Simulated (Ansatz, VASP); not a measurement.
Ta: VASP beside Ansatz

```
CELL_PARAMETERS angstrom
-1.62674 1.62674 1.72695
1.62674 -1.62674 1.72695
1.62674 1.62674 -1.72695
ATOMIC_POSITIONS crystal
Ta 0.00000 0.00000 0.00000
```

Alike in both runs: task single point; functional PBE; k mesh 20 × 20 × 20; occupations gaussian, width 0.15 eV; no spin polarisation.

|  | VASP | Ansatz |
| --- | --- | --- |
| version | VASP 6.6.1 | Ansatz 0.2.0 |
| potentials or method | VASP PAW PBE potentials, release 64 (Ta_pv), cutoff 520 eV | scalar-relativistic, plane waves, PAW |
| valence electrons in the cell | 11 | 13 |

Ansatz gave:

```
gap on the k mesh at the Fermi level (eV)                     : none
pressure (GPa)                                                : 0.4
traceless stress, the component that is largest in VASP (GPa) : -4.14
```

Problem. Which values does VASP return?

Solution. gap on the k mesh at the Fermi level (eV): none; pressure (GPa): 0.5; traceless stress, the component that is largest in VASP (GPa): -4.14.

A gap of «none» marks a metal or a gap that the smearing closes. VASP's potentials hold 11 valence electrons a cell and Ansatz's 13, so a difference there can come from the potentials and not from the codes.

Neither program's run includes spin-orbit coupling.
